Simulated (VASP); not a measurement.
# Na3F4 (Im-3m) in VASP: single point with PBE

Aim: the single point of Na3F4 with PBE.

Program: VASP 6.6.1. These are calculated values, not measurements. Logs are shortened: lines on timing, memory, paths and dates and some standing lists are left out, and cuts for length are marked.

## 1. The cell of the first run

The structure is cubic, space group Im-3m (No. 229). Conventional cell: a = 5.653 Å, b = 5.653 Å, c = 5.653 Å, α = 90.00°, β = 90.00°, γ = 90.00°. Na (site symmetry 4/mmm) has 8 F at 2.45 Å and 4 Na at 2.83 Å within 3.2 Å. F (site symmetry -3m) has 6 Na at 2.45 Å and 6 F at 2.83 Å within 3.2 Å.

The cell was generated, and may not be a known phase.

## 2. Single point, PBE, collinear spin

INCAR

```
SYSTEM = Na3F4
  PREC = Accurate
  ENCUT = 520
  EDIFF = 1E-6
  ISMEAR = 0
  SIGMA = 0.1
  LREAL = .False.
  LASPH = .True.
  NELM = 150
  ALGO = Normal
  ISIF = 2
  LWAVE = .False.
  LCHARG = .True.
  ISPIN = 2
  MAGMOM = 0 0 0 0.28 0.28 0.28 0.28
  LORBIT = 11
  GGA = PE
  LELF = .True.
  LVHAR = .True.
  NBANDS = 38
```

KPOINTS

```
regular mesh
0
Gamma
  10 10 10
  0 0 0
```

POSCAR

```
Na3F4
1.0
   -2.8266749263      2.8266749263      2.8266749263
    2.8266749263     -2.8266749263      2.8266749263
    2.8266749263      2.8266749263     -2.8266749263
Na F
3 4
Direct
    0.0000000000      0.5000000000      0.5000000000
    0.5000000000      0.0000000000      0.5000000000
    0.5000000000      0.5000000000      0.0000000000
    0.5000000000      0.5000000000      0.5000000000
    0.0000000000      0.0000000000      0.5000000000
    0.0000000000      0.5000000000      0.0000000000
    0.5000000000      0.0000000000      0.0000000000
```

Potentials or basis: VASP PAW PBE potentials, release 64 (Na_pv, F).

On the command line:

```sh
> cat potpaw_PBE.64/Na_pv/POTCAR potpaw_PBE.64/F/POTCAR > POTCAR
> mpirun -np 1 vasp_std > vasp.out
```

OUTCAR:

```text
SYSTEM = Na3F4
   PREC = Accurate
   ENCUT = 520
   EDIFF = 1E-6
   ISMEAR = 0
   LREAL = .False.
   LASPH = .True.
   NELM = 150
   ISIF = 2
   ISPIN = 2
   LORBIT = 11
   GGA = PE

 ion  position               nearest neighbor table
   1  0.000  0.500  0.500-
   2  0.500  0.000  0.500-
   3  0.500  0.500  0.000-
   4  0.500  0.500  0.500-
   5  0.000  0.000  0.500-
   6  0.000  0.500  0.000-
   7  0.500  0.000  0.000-

  LATTYP: Found a body centered cubic cell.
 ALAT       =     5.6533498526

  Lattice vectors:

 A1 = (  -2.8266749263,   2.8266749263,   2.8266749263)
 A2 = (   2.8266749263,  -2.8266749263,   2.8266749263)
 A3 = (   2.8266749263,   2.8266749263,  -2.8266749263)

Analysis of symmetry for initial positions (statically):
=====================================================================
 Subroutine PRICEL returns:
 Original cell was already a primitive cell.

 Routine SETGRP: Setting up the symmetry group for a
 body centered cubic supercell.

 Subroutine GETGRP returns: Found 48 space group operations
 (whereof 48 operations were pure point group operations)
 out of a pool of 48 trial point group operations.

The static configuration has the point symmetry O_h .

Analysis of symmetry for dynamics (positions and initial velocities):
=====================================================================
 Subroutine PRICEL returns:
 Original cell was already a primitive cell.

 Routine SETGRP: Setting up the symmetry group for a
 body centered cubic supercell.

 Subroutine GETGRP returns: Found 48 space group operations
 (whereof 48 operations were pure point group operations)
 out of a pool of 48 trial point group operations.

The dynamic configuration has the point symmetry O_h .

Analysis of structural, dynamic, and magnetic symmetry:
=====================================================================
 Subroutine PRICEL returns:
 Original cell was already a primitive cell.

 Routine SETGRP: Setting up the symmetry group for a
 body centered cubic supercell.

 Subroutine GETGRP returns: Found 48 space group operations
 (whereof 48 operations were pure point group operations)
 out of a pool of 48 trial point group operations.

The overall configuration has the point symmetry O_h .

 Subroutine INISYM returns: Found 48 space group operations
 (whereof 48 operations are pure point group operations),
 and found     1 'primitive' translations

----------------------------------------------------------------------------------------

                                     Primitive cell

  volume of cell :      90.3416

  direct lattice vectors                    reciprocal lattice vectors
    -2.826674926  2.826674926  2.826674926     0.000000000  0.176886276  0.176886276
     2.826674926 -2.826674926  2.826674926     0.176886276  0.000000000  0.176886276
     2.826674926  2.826674926 -2.826674926     0.176886276  0.176886276  0.000000000

  length of vectors
     4.895944589  4.895944589  4.895944589     0.250154970  0.250154970  0.250154970

  position of ions in fractional coordinates (direct lattice)
     0.000000000  0.500000000  0.500000000
     0.500000000  0.000000000  0.500000000
     0.500000000  0.500000000  0.000000000
     0.500000000  0.500000000  0.500000000
     0.000000000  0.000000000  0.500000000
     0.000000000  0.500000000  0.000000000
     0.500000000  0.000000000  0.000000000

  ion indices of the primitive-cell ions
   primitive index   ion index
                 1           1
                 2           2
                 3           3
                 4           4
                 5           5
                 6           6
                 7           7

----------------------------------------------------------------------------------------

 KPOINTS: regular mesh

Automatic generation of k-mesh.
 Grid dimensions read from file:
 generate k-points for:   10   10   10

 Generating k-lattice:

  Cartesian coordinates                     Fractional coordinates (reciprocal lattice)
     0.000000000  0.017688628  0.017688628     0.100000000  0.000000000  0.000000000
     0.017688628  0.000000000  0.017688628     0.000000000  0.100000000  0.000000000
     0.017688628  0.017688628  0.000000000     0.000000000  0.000000000  0.100000000

  Length of vectors
     0.025015497  0.025015497  0.025015497

  Shift w.r.t. Gamma in fractional coordinates (k-lattice)
     0.000000000  0.000000000  0.000000000

 Subroutine IBZKPT returns following result:
 ===========================================

 Found     47 irreducible k-points:

 Following reciprocal coordinates:
            Coordinates               Weight
  0.000000  0.000000  0.000000      1.000000
  0.100000  0.000000  0.000000     12.000000
  0.200000  0.000000  0.000000     12.000000
  0.300000  0.000000  0.000000     12.000000
  0.400000  0.000000  0.000000     12.000000
  0.500000  0.000000  0.000000      6.000000
[... 16 lines left out ...]
  0.300000  0.300000  0.100000      8.000000
 -0.300000  0.300000  0.100000     24.000000
 [... further k-points ...]
   k-points           NKPTS =     47   k-points in BZ     NKDIM =     47   number of bands    NBANDS=     38
   number of dos      NEDOS =    301   number of ions     NIONS =      7
   total plane-waves  NPLWV =  46656
   dimension x,y,z NGX =    36 NGY =   36 NGZ =   36
   dimension x,y,z NGXF=    72 NGYF=   72 NGZF=   72
   ions per type =               3   4
   NGX,Y,Z   is equivalent  to a cutoff of  12.22, 12.22, 12.22 a.u.
   NGXF,Y,Z  is equivalent  to a cutoff of  24.45, 24.45, 24.45 a.u.
 SYSTEM =  Na3F4
   PREC   = accura    normal or accurate (medium, high low for compatibility)
   ISTART =      0    job   : 0-new  1-cont  2-samecut
   ICHARG =      2    charge: 1-file 2-atom 10-const
   ISPIN  =      2    spin polarized calculation?
   LNONCOLLINEAR =      F non collinear calculations
   LSORBIT =      F    spin-orbit coupling
   LASPH  =      T    aspherical Exc in radial PAW
   ENCUT  =  520.0 eV  38.22 Ry    6.18 a.u.   9.10  9.10  9.10*2*pi/ulx,y,z
   NELM   =    150;   NELMIN=  2; NELMDL= -5     # of ELM steps
   EDIFF  = 0.1E-05   stopping-criterion for ELM
   LREAL  =      F    real-space projection
   EDIFFG = 0.1E-04   stopping-criterion for IOM
   NSW    =      0    number of steps for IOM
   IBRION =     -1    ionic relax: 0-MD 1-quasi-New 2-CG
   NFREE  =      0    steps in history (QN), initial steepest desc. (CG)
   ISIF   =      2    stress and relaxation
   ISYM   =      2    0-nonsym 1-usesym 2-fastsym
   POTIM  = 0.5000    time-step for ionic-motion
   TEBEG  =    0.0;   TEEND  =   0.0 temperature during run
   PSTRESS=    0.0 pullay stress
   NELECT =      49.0000    total number of electrons
   NUPDOWN=      -1.0000    fix difference up-down
   EMIN   =  10.00;   EMAX   =-10.00  energy-range for DOS
   EFERMI =   0.00;   METHOD = LEGACY
   ISMEAR =     0;   SIGMA  =   0.10  broadening in eV -4-tet -1-fermi 0-gaus
   EFERMI_NEDOS =   21; number of points for ismear=-14 and -15
   IALGO  =     38    algorithm
   IMIX   =      4    mixing-type and parameters
     AMIX     =   0.40;   BMIX     =  1.00
     AMIX_MAG =   1.60;   BMIX_MAG =  1.00
  volume/ion in A,a.u.               =      12.91        87.09
  Fermi-wavevector in a.u.,A,eV,Ry     =   1.335091  2.522957 24.251963  1.782469
  Thomas-Fermi vector in A             =   2.463822
   LORBIT       =     11    0 simple, 1 ext, 2 COOP (PROOUT), +10 PAW based schemes
   GGA     = PE    functional components
   LHFCALC =     F    Hartree Fock is set to
   AEXX    =    0.0000 exact exchange contribution
   IVDW    =     0    specifies the selected vdW correction
   LEPSILON=     F    determine dielectric tensor
   LRPA    =     F    only Hartree local field effects (RPA)
 spin polarized calculation
 Gauss-broadening in eV      SIGMA  =   0.10
  energy-cutoff  :      520.00
  volume of cell :       90.34
 maximum number of plane-waves:      2491
   NGX = 19   NGY = 19   NGZ = 19

 number of electron      48.9999926 magnetization       1.0000076

 Free energy of the ion-electron system (eV)
  ---------------------------------------------------
  ext. energy  EPLUGINS =         0.00000000
  ---------------------------------------------------
  free energy    TOTEN  =       -26.56374045 eV

  energy without entropy =      -26.53545295  energy(sigma->0) =      -26.54959670

 E-fermi :  -2.3233     XC(G=0):  -8.9593

 val. band max:       -2.3250097191   @ k =   0.0000   0.0000   0.0000
 cond. band min:      -2.3078620018   @ k =   0.5000   0.0000   0.0000
 fundamental gap:      0.0171477174
 Fermi energy:        -2.3232677520

 spin component 1

 k-point     1 :       0.0000    0.0000    0.0000
  band No.  band energies     occupation
      1     -22.4036      1.00000
      2     -22.2321      1.00000
      3     -22.2321      1.00000
      4     -22.2321      1.00000
      5     -22.0281      1.00000
      6     -22.0281      1.00000
[... 28 lines left out ...]
     35      13.8171      0.00000
     36      14.1025      0.00000

 k-point     2 :       0.1000    0.0000    0.0000
  band No.  band energies     occupation
      1     -22.4363      1.00000
      2     -22.2722      1.00000
      3     -22.2713      1.00000
      4     -22.2258      1.00000
      5     -22.0761      1.00000
      6     -22.0453      1.00000
[... 28 lines left out ...]
     35      13.8625      0.00000
     36      14.5344      0.00000
[... 817 lines left out ...]
     35      14.1594      0.00000
     36      15.2569      0.00000

 k-point    24 :      -0.3000    0.3000    0.1000
  band No.  band energies     occupation
      1     -22.5890      1.00000
      2     -22.4748      1.00000
      3     -22.4695      1.00000
      4     -22.1571      1.00000
      5     -22.1533      1.00000
      6     -22.0671      1.00000
[... 28 lines left out ...]
     35      14.0280      0.00000
     36      15.0069      0.00000

 [... further k-points ...]

 spin component 2

 k-point     1 :       0.0000    0.0000    0.0000
  band No.  band energies     occupation
      1     -22.2337      1.00000
      2     -22.2337      1.00000
      3     -22.2337      1.00000
      4     -22.0303      1.00000
      5     -22.0303      1.00000
      6     -22.0303      1.00000
[... 28 lines left out ...]
     35      14.0029      0.00000
     36      14.1595      0.00000

 k-point     2 :       0.1000    0.0000    0.0000
  band No.  band energies     occupation
      1     -22.2508      1.00000
      2     -22.2464      1.00000
      3     -22.2274      1.00000
      4     -22.1386      1.00000
      5     -22.0401      1.00000
      6     -22.0307      1.00000
[... 28 lines left out ...]
     35      14.0435      0.00000
     36      14.5936      0.00000
[... 817 lines left out ...]
     35      14.2598      0.00000
     36      15.3267      0.00000

 k-point    24 :      -0.3000    0.3000    0.1000
  band No.  band energies     occupation
      1     -22.3951      1.00000
      2     -22.3674      1.00000
      3     -22.3334      1.00000
      4     -22.1569      1.00000
      5     -22.0841      1.00000
      6     -22.0587      1.00000
[... 28 lines left out ...]
     35      14.1073      0.00000
     36      15.0931      0.00000

 [... further k-points ...]

 [bands above 36 left out]

------------------------ aborting loop because EDIFF is reached ----------------------------------------

  FORCE on cell =-STRESS in cart. coord.  units (eV):
  Direction    XX          YY          ZZ          XY          YZ          ZX
  --------------------------------------------------------------------------------------
  -------------------------------------------------------------------------------------
  Total       -0.1386409     -0.1386409     -0.1386409      0.0000000      0.0000000      0.0000000
  in kB       -2.4587503     -2.4587503     -2.4587503      0.0000000      0.0000000      0.0000000
  external PRESSURE =      -2.4587503 kB  Pullay stress =       0.0000000 kB

 VOLUME and BASIS-vectors are now :
 -----------------------------------------------------------------------------
  energy-cutoff  :      520.00
  volume of cell :       90.34
      direct lattice vectors                 reciprocal lattice vectors
    -2.826674926  2.826674926  2.826674926     0.000000000  0.176886276  0.176886276
     2.826674926 -2.826674926  2.826674926     0.176886276  0.000000000  0.176886276
     2.826674926  2.826674926 -2.826674926     0.176886276  0.176886276  0.000000000

 POSITION                                       TOTAL-FORCE (eV/Angst)
 -----------------------------------------------------------------------------------
      2.82667      0.00000      0.00000        -0.000000      0.000000      0.000000
      0.00000      2.82667      0.00000         0.000000     -0.000000      0.000000
      0.00000      0.00000      2.82667        -0.000000      0.000000     -0.000000
      1.41334      1.41334      1.41334         0.000000      0.000000     -0.000000
      1.41334      1.41334     -1.41334         0.000000     -0.000000     -0.000000
      1.41334     -1.41334      1.41334        -0.000000      0.000000      0.000000
     -1.41334      1.41334      1.41334        -0.000000     -0.000000      0.000000
 -----------------------------------------------------------------------------------
    total drift:                               -0.000000      0.000000      0.000000

  FREE ENERGIE OF THE ION-ELECTRON SYSTEM (eV)
  ---------------------------------------------------
  free  energy   TOTEN  =       -26.5637404501 eV

  energy  without entropy=      -26.5354529535  energy(sigma->0) =      -26.54959670

 total charge

# of ion       s       p       d       tot
------------------------------------------
    1        0.040   5.983   0.000   6.023
    2        0.040   5.983   0.000   6.023
    3        0.040   5.983   0.000   6.023
    4        1.738   4.285   0.000   6.024
    5        1.738   4.285   0.000   6.024
    6        1.738   4.285   0.000   6.024
    7        1.738   4.285   0.000   6.024
--------------------------------------------------
tot          7.072  35.091   0.000  42.163

 magnetization (x)

# of ion       s       p       d       tot
------------------------------------------
    1       -0.001  -0.001   0.000  -0.002
    2       -0.001  -0.001   0.000  -0.002
    3       -0.001  -0.001   0.000  -0.002
    4        0.001   0.225   0.000   0.226
    5        0.001   0.225   0.000   0.226
    6        0.001   0.225   0.000   0.226
    7        0.001   0.225   0.000   0.226
--------------------------------------------------
tot          0.002   0.898   0.000   0.899
```

Run time: 9.6 min. Hardware: 1 thread of AMD EPYC 7R13, shared host; peak memory 0.34 GiB.

What came out:

```
Free energy                                           : -26.5637 eV
Pressure                                              : -0.2 GPa
Band gap on the k mesh                                : zero (filled and empty bands overlap)
Net moment                                            : 1.00 μB per cell
Site moments                                          : Na -0.00; F +0.23 μB
Valence electrons inside the program's atomic spheres : Na 6.02; F 6.02
```
